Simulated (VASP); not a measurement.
# BeTe (F-43m) in VASP: further runs

Aim: see how the results for BeTe move with the level of theory and the settings. Levels: PBE, LDA. Tasks: single point.

All numbers are computed with VASP 6.6.1; they aren't measurements. Logs are shortened: lines on timing, memory, paths and dates and some standing lists are left out, and cuts for length are marked.

**1. The cell of the first run**

Symmetry: F-43m, No. 216, cubic system. Conventional cell: a = 5.657 Å, b = 5.657 Å, c = 5.657 Å, α = 90.00°, β = 90.00°, γ = 90.00°. Within 3.2 Å of Be (site symmetry -43m) lie 4 Te at 2.45 Å. Te (site symmetry -43m) has 4 Be at 2.45 Å within 3.2 Å.

**2. Single point, PBE**

INCAR

```
SYSTEM = BeTe
PREC = Accurate ; ENCUT = 600
EDIFF = 1E-6 ; ISMEAR = -1
SIGMA = 0.5 ; LREAL = .False.
LASPH = .True. ; NELM = 120
ALGO = Normal ; ISIF = 2
LWAVE = .False. ; LCHARG = .True.
GGA = PE ; LELF = .True.
LVHAR = .True. ; NBANDS = 11
GGA_COMPAT = .False.
```

KPOINTS

```
regular mesh
0
Gamma
  6 6 6
  0 0 0
```

POSCAR

```
BeTe
1.0
    0.0000000000      2.8286236224      2.8286236224
    2.8286236224      0.0000000000      2.8286236224
    2.8286236224      2.8286236224      0.0000000000
Be Te
1 1
Direct
    0.0000000000      0.0000000000      0.0000000000
    0.2500000000      0.2500000000      0.2500000000
```

Potentials or basis: VASP PAW PBE potentials, release 64 (Be, Te).

The run is started by

```bash
$ cat potpaw_PBE.64/Be/POTCAR potpaw_PBE.64/Te/POTCAR > POTCAR
$ mpirun -np 1 vasp_std > vasp.out
```

OUTCAR:

```text
SYSTEM = BeTe
   PREC = Accurate
   ENCUT = 600
   EDIFF = 1E-6
   ISMEAR = -1
   LREAL = .False.
   LASPH = .True.
   NELM = 120
   ISIF = 2
   GGA = PE

 ion  position               nearest neighbor table
   1  0.000  0.000  0.000-   2 2.45   2 2.45   2 2.45   2 2.45
   2  0.250  0.250  0.250-   1 2.45   1 2.45   1 2.45   1 2.45

  LATTYP: Found a face centered cubic cell.
 ALAT       =     5.6572472448

  Lattice vectors:

 A1 = (   0.0000000000,   2.8286236224,   2.8286236224)
 A2 = (   2.8286236224,   0.0000000000,   2.8286236224)
 A3 = (   2.8286236224,   2.8286236224,   0.0000000000)

Analysis of symmetry for initial positions (statically):
=====================================================================
 Subroutine PRICEL returns:
 Original cell was already a primitive cell.

 Routine SETGRP: Setting up the symmetry group for a
 face centered cubic supercell.

 Subroutine GETGRP returns: Found 24 space group operations
 (whereof 24 operations were pure point group operations)
 out of a pool of 48 trial point group operations.

The static configuration has the point symmetry T_d .

Analysis of symmetry for dynamics (positions and initial velocities):
=====================================================================
 Subroutine PRICEL returns:
 Original cell was already a primitive cell.

 Routine SETGRP: Setting up the symmetry group for a
 face centered cubic supercell.

 Subroutine GETGRP returns: Found 24 space group operations
 (whereof 24 operations were pure point group operations)
 out of a pool of 48 trial point group operations.

The dynamic configuration has the point symmetry T_d .

 Subroutine INISYM returns: Found 24 space group operations
 (whereof 24 operations are pure point group operations),
 and found     1 'primitive' translations

----------------------------------------------------------------------------------------

                                     Primitive cell

  volume of cell :      45.2643

  direct lattice vectors                    reciprocal lattice vectors
     0.000000000  2.828623622  2.828623622    -0.176764415  0.176764415  0.176764415
     2.828623622  0.000000000  2.828623622     0.176764415 -0.176764415  0.176764415
     2.828623622  2.828623622  0.000000000     0.176764415  0.176764415 -0.176764415

  length of vectors
     4.000277890  4.000277890  4.000277890     0.306164948  0.306164948  0.306164948

  position of ions in fractional coordinates (direct lattice)
     0.000000000  0.000000000  0.000000000
     0.250000000  0.250000000  0.250000000

  ion indices of the primitive-cell ions
   primitive index   ion index
                 1           1
                 2           2

----------------------------------------------------------------------------------------

 KPOINTS: regular mesh

Automatic generation of k-mesh.
 Grid dimensions read from file:
 generate k-points for:    6    6    6

 Generating k-lattice:

  Cartesian coordinates                     Fractional coordinates (reciprocal lattice)
    -0.029460736  0.029460736  0.029460736     0.166666667  0.000000000  0.000000000
     0.029460736 -0.029460736  0.029460736     0.000000000  0.166666667  0.000000000
     0.029460736  0.029460736 -0.029460736     0.000000000  0.000000000  0.166666667

  Length of vectors
     0.051027491  0.051027491  0.051027491

  Shift w.r.t. Gamma in fractional coordinates (k-lattice)
     0.000000000  0.000000000  0.000000000

 Subroutine IBZKPT returns following result:
 ===========================================

 Found     16 irreducible k-points:

 Following reciprocal coordinates:
            Coordinates               Weight
  0.000000  0.000000  0.000000      1.000000
  0.166667  0.000000  0.000000      8.000000
  0.333333  0.000000  0.000000      8.000000
  0.500000  0.000000  0.000000      4.000000
  0.166667  0.166667  0.000000      6.000000
  0.333333  0.166667  0.000000     24.000000
[... 8 lines left out ...]
 -0.333333  0.333333  0.166667     24.000000
 -0.333333  0.500000  0.166667     12.000000
   k-points           NKPTS =     16   k-points in BZ     NKDIM =     16   number of bands    NBANDS=     11
   number of dos      NEDOS =    301   number of ions     NIONS =      2
   total plane-waves  NPLWV =  32768
   dimension x,y,z NGX =    32 NGY =   32 NGZ =   32
   dimension x,y,z NGXF=    64 NGYF=   64 NGZF=   64
   ions per type =               1   1
   NGX,Y,Z   is equivalent  to a cutoff of  13.30, 13.30, 13.30 a.u.
   NGXF,Y,Z  is equivalent  to a cutoff of  26.60, 26.60, 26.60 a.u.
 SYSTEM =  BeTe
   PREC   = accura    normal or accurate (medium, high low for compatibility)
   ISTART =      0    job   : 0-new  1-cont  2-samecut
   ICHARG =      2    charge: 1-file 2-atom 10-const
   ISPIN  =      1    spin polarized calculation?
   LNONCOLLINEAR =      F non collinear calculations
   LSORBIT =      F    spin-orbit coupling
   LASPH  =      T    aspherical Exc in radial PAW
   ENCUT  =  600.0 eV  44.10 Ry    6.64 a.u.   7.99  7.99  7.99*2*pi/ulx,y,z
   NELM   =    120;   NELMIN=  2; NELMDL= -5     # of ELM steps
   EDIFF  = 0.1E-05   stopping-criterion for ELM
   LREAL  =      F    real-space projection
   EDIFFG = 0.1E-04   stopping-criterion for IOM
   NSW    =      0    number of steps for IOM
   IBRION =     -1    ionic relax: 0-MD 1-quasi-New 2-CG
   NFREE  =      0    steps in history (QN), initial steepest desc. (CG)
   ISIF   =      2    stress and relaxation
   ISYM   =      2    0-nonsym 1-usesym 2-fastsym
   POTIM  = 0.5000    time-step for ionic-motion
   TEBEG  =    0.0;   TEEND  =   0.0 temperature during run
   PSTRESS=    0.0 pullay stress
   NELECT =       8.0000    total number of electrons
   NUPDOWN=      -1.0000    fix difference up-down
   EMIN   =  10.00;   EMAX   =-10.00  energy-range for DOS
   EFERMI =   0.00;   METHOD = LEGACY
   ISMEAR =    -1;   SIGMA  =   0.50  broadening in eV -4-tet -1-fermi 0-gaus
   EFERMI_NEDOS =   21; number of points for ismear=-14 and -15
   IALGO  =     38    algorithm
   IMIX   =      4    mixing-type and parameters
     AMIX     =   0.40;   BMIX     =  1.00
     AMIX_MAG =   1.60;   BMIX_MAG =  1.00
  volume/ion in A,a.u.               =      22.63       152.73
  Fermi-wavevector in a.u.,A,eV,Ry     =   0.918727  1.736142 11.484116  0.844059
  Thomas-Fermi vector in A             =   2.043841
   LORBIT       =      0    0 simple, 1 ext, 2 COOP (PROOUT), +10 PAW based schemes
   GGA     = PE    functional components
   LHFCALC =     F    Hartree Fock is set to
   AEXX    =    0.0000 exact exchange contribution
   IVDW    =     0    specifies the selected vdW correction
   LEPSILON=     F    determine dielectric tensor
   LRPA    =     F    only Hartree local field effects (RPA)
 non-spin polarized calculation
  energy-cutoff  :      600.00
  volume of cell :       45.26
 maximum number of plane-waves:      1527
   NGX = 15   NGY = 15   NGZ = 15

 number of electron       8.0000000 magnetization

 Free energy of the ion-electron system (eV)
  ---------------------------------------------------
  ext. energy  EPLUGINS =         0.00000000
  ---------------------------------------------------
  free energy    TOTEN  =        -7.65197021 eV

  energy without entropy =       -7.49621432  energy(sigma->0) =       -7.57409227

 E-fermi :   5.9569     XC(G=0):  -9.0122

 val. band max:        4.9328716485   @ k =   0.0000   0.0000   0.0000
 cond. band min:       6.9432304495   @ k =   0.5000   0.5000   0.0000
 fundamental gap:      2.0103588011
 Fermi energy:         5.9568992836

 k-point     1 :       0.0000    0.0000    0.0000
  band No.  band energies     occupation
      1      -7.2775      2.00000
      2       4.9329      1.77150
      3       4.9329      1.77150
      4       4.9329      1.77150
      5       8.5624      0.01085
      6       8.5624      0.01085
      7       8.5624      0.01085
      8       8.6568      0.00899
      9      13.2337      0.00000
     10      15.1566      0.00000
     11      15.1566      0.00000

 k-point     2 :       0.1667    0.0000    0.0000
  band No.  band energies     occupation
      1      -7.0242      2.00000
      2       2.9689      1.99494
      3       4.5638      1.88384
      4       4.5638      1.88384
      5       8.3789      0.01563
      6       9.0942      0.00376
      7       9.0942      0.00376
      8      10.6378      0.00017
      9      13.8591      0.00000
     10      14.0182      0.00000
     11      14.0182      0.00000

 k-point     3 :       0.3333    0.0000    0.0000
  band No.  band energies     occupation
      1      -6.3932      2.00000
      2       0.5469      1.99996
      3       4.0335      1.95820
      4       4.0335      1.95820
      5       8.0912      0.02762
      6       9.5559      0.00150
      7       9.5559      0.00150
      8      12.6808      0.00000
      9      14.2320      0.00000
     10      14.5243      0.00000
     11      14.5243      0.00000

 k-point     4 :       0.5000    0.0000    0.0000
  band No.  band energies     occupation
      1      -5.9684      2.00000
      2      -0.5173      2.00000
      3       3.8245      1.97228
      4       3.8245      1.97228
      5       7.9787      0.03447
      6       9.5361      0.00156
      7       9.5361      0.00156
      8      12.7588      0.00000
      9      15.8143      0.00000
     10      16.3919      0.00000
     11      16.3919      0.00000

 k-point     5 :       0.1667    0.1667    0.0000
  band No.  band energies     occupation
      1      -6.9390      2.00000
      2       3.2530      1.99108
      3       3.9461      1.96478
      4       3.9461      1.96478
      5       7.9782      0.03450
      6       9.8878      0.00077
      7      10.0673      0.00054
      8      10.0673      0.00054
      9      12.7732      0.00000
     10      14.5269      0.00000
     11      15.5859      0.00000
[... 99 lines left out ...]
 k-point    13 :       0.5000    0.5000    0.0000
  band No.  band energies     occupation
      1      -5.4904      2.00000
      2      -0.1058      1.99999
      3       2.3414      1.99855
      4       2.3414      1.99855
      5       6.9432      0.24421
      6       7.6246      0.06875
      7      14.5584      0.00000
      8      14.5584      0.00000
      9      16.4080      0.00000
     10      17.7971      0.00000
     11      18.2958      0.00000

 k-point    14 :       0.5000    0.3333    0.1667
  band No.  band energies     occupation
      1      -5.9176      2.00000
      2       0.6035      1.99996
      3       1.9418      1.99935
      4       2.9920      1.99470
      5       8.8917      0.00563
      6       9.8950      0.00076
      7      10.1497      0.00046
      8      12.5925      0.00000
      9      14.9414      0.00000
     10      15.3246      0.00000
     11      17.5440      0.00000

 k-point    15 :      -0.3333    0.3333    0.1667
  band No.  band energies     occupation
      1      -5.6030      2.00000
      2       0.1647      1.99998
      3       1.5116      1.99972
      4       2.5787      1.99768
      5       9.4322      0.00191
      6       9.6206      0.00131
      7      11.8051      0.00002
      8      12.0854      0.00001
      9      13.5957      0.00000
     10      16.7609      0.00000
     11      17.4396      0.00000

 k-point    16 :      -0.3333    0.5000    0.1667
  band No.  band energies     occupation
      1      -5.4666      2.00000
      2       0.2211      1.99998
      3       1.6156      1.99966
      4       1.9136      1.99938
      5       8.6566      0.00900
      6       9.2122      0.00297
      7      12.2290      0.00001
      8      12.5004      0.00000
      9      15.7915      0.00000
     10      16.6120      0.00000
     11      17.7179      0.00000

------------------------ aborting loop because EDIFF is reached ----------------------------------------

  FORCE on cell =-STRESS in cart. coord.  units (eV):
  Direction    XX          YY          ZZ          XY          YZ          ZX
  --------------------------------------------------------------------------------------
  -------------------------------------------------------------------------------------
  Total        0.1182150      0.1182150      0.1182150     -0.0000000      0.0000000      0.0000000
  in kB        4.1843478      4.1843478      4.1843478     -0.0000000      0.0000000      0.0000000
  external PRESSURE =       4.1843478 kB  Pullay stress =       0.0000000 kB

 VOLUME and BASIS-vectors are now :
 -----------------------------------------------------------------------------
  energy-cutoff  :      600.00
  volume of cell :       45.26
      direct lattice vectors                 reciprocal lattice vectors
     0.000000000  2.828623622  2.828623622    -0.176764415  0.176764415  0.176764415
     2.828623622  0.000000000  2.828623622     0.176764415 -0.176764415  0.176764415
     2.828623622  2.828623622  0.000000000     0.176764415  0.176764415 -0.176764415

 POSITION                                       TOTAL-FORCE (eV/Angst)
 -----------------------------------------------------------------------------------
      0.00000      0.00000      0.00000         0.000000      0.000000      0.000000
      1.41431      1.41431      1.41431        -0.000000     -0.000000     -0.000000
 -----------------------------------------------------------------------------------
    total drift:                                0.000000      0.000000      0.000000

  FREE ENERGIE OF THE ION-ELECTRON SYSTEM (eV)
  ---------------------------------------------------
  free  energy   TOTEN  =        -7.6519702103 eV

  energy  without entropy=       -7.4962143211  energy(sigma->0) =       -7.57409227
```

Run time: 7.5 s. Hardware: 1 thread of AMD EPYC 9R45 (Zen 5), shared host; peak memory 0.15 GiB.

Results:

```yaml
Free_energy: -7.6520 eV
Pressure: 0.4 GPa
Band_gap_on_the_k_mesh: 2.01 eV, indirect (least direct gap 3.63 eV)
```

Levels at points of the mesh, in eV from the valence-band top:
```
           k point  band 1  band 2  band 3  band 4  band 5  band 6  band 7  band 8
(0.00, 0.00, 0.00)  -12.21    0.00    0.00    0.00    3.63    3.63    3.63    3.72
(0.50, 0.00, 0.00)  -10.90   -5.45   -1.11   -1.11    3.05    4.60    4.60    7.83
(0.50, 0.50, 0.00)  -10.42   -5.04   -2.59   -2.59    2.01    2.69    9.63    9.63
```

Caveat: spin-orbit coupling is left out, which moves the levels of the heavy elements. A k mesh can miss the band edges.

(Part 1 of 2 ends here.)
